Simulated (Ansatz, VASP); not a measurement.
**One calculation of SiO2, two programs**

Contents of INCAR:

```
PREC = Accurate
ENCUT = 520
EDIFF = 1E-8
ISMEAR = -1
SIGMA = 0.03
LREAL = F
LASPH = T
NELM = 100
ALGO = Normal
ISIF = 2
LWAVE = F
LCHARG = F
GGA = PS
LEFG = T
NBANDS = 25
```

File KPOINTS:

```
Automatic mesh
0
Gamma
  6 6 9
```

Contents of POSCAR:

```
SiO2
1.0
    4.0964980000      0.0000000000      0.0000000000
    0.0000000000      4.0964980000      0.0000000000
    0.0000000000      0.0000000000      2.6678000000
Si O
2 4
Direct
    0.0000000000      0.0000000000      0.0000000000
    0.5000000000      0.5000000000      0.5000000000
    0.3067000000      0.3067000000      0.0000000000
    0.1933000000      0.8067000000      0.5000000000
    0.6933000000      0.6933000000      0.0000000000
    0.8067000000      0.1933000000      0.5000000000
```

Input for Ansatz:

```yaml
crystal:
  lattice:
    - [4.096498, 0.0, 0.0]
    - [0.0, 4.096498, 0.0]
    - [0.0, 0.0, 2.6678]
  atoms:
    - { symbol: Si, position: [0.0, 0.0, 0.0] }
    - { symbol: Si, position: [0.5, 0.5, 0.5] }
    - { symbol: O, position: [0.3067, 0.3067, 0.0] }
    - { symbol: O, position: [0.1933, 0.8067, 0.5] }
    - { symbol: O, position: [0.6933, 0.6933, 0.0] }
    - { symbol: O, position: [0.8067, 0.1933, 0.5] }
kpoints:
  mp_grid: { grid: [6, 6, 9] }
scf:
  occupations: { method: fermi_dirac, width: 0.03 }
hamiltonian:
  xc: pbesol
  pseudopotentials: { kind: all_electron, datasets: crystal }
output:
  forces: true
  stress: true
  eigenvalues: true
  efg: { contact_densities: true }
```

Change from the starting cell: equal xx and yy strain of -2 %, crystal datasets.

Alike in both runs: task electric field gradients; functional PBEsol; k mesh 6 × 6 × 9; occupations fermi-dirac, width 0.03 eV; no spin polarisation.

|  | VASP | Ansatz |
| --- | --- | --- |
| version | VASP 6.6.1 | Ansatz 0.2.0 |
| potentials or method | VASP PAW PBE potentials, release 64 (Si, O), cutoff 520 eV | all-electron PAW with datasets made for the crystal, scalar-relativistic |

```tsv
	VASP	Ansatz	Ansatz less VASP
gap on the k mesh at the Fermi level (eV)	6.23	6.23	+0.002
pressure (GPa)	18.4	17.5	-0.95
traceless stress, the component that is largest in VASP (GPa)	-3.57	-4.21	-0.634
rms of the force components (eV/Å)	0.288	0.269	-0.0185
size of Vzz on the site where it differs most (V/Å²)	15.8	12.2	-3.57
```

VASP's potentials were made for PBE, not for PBEsol. Atom by atom the forces differ by 0.019 eV/Å (rms over components). Ansatz ran all-electron here, and VASP with PAW potentials.
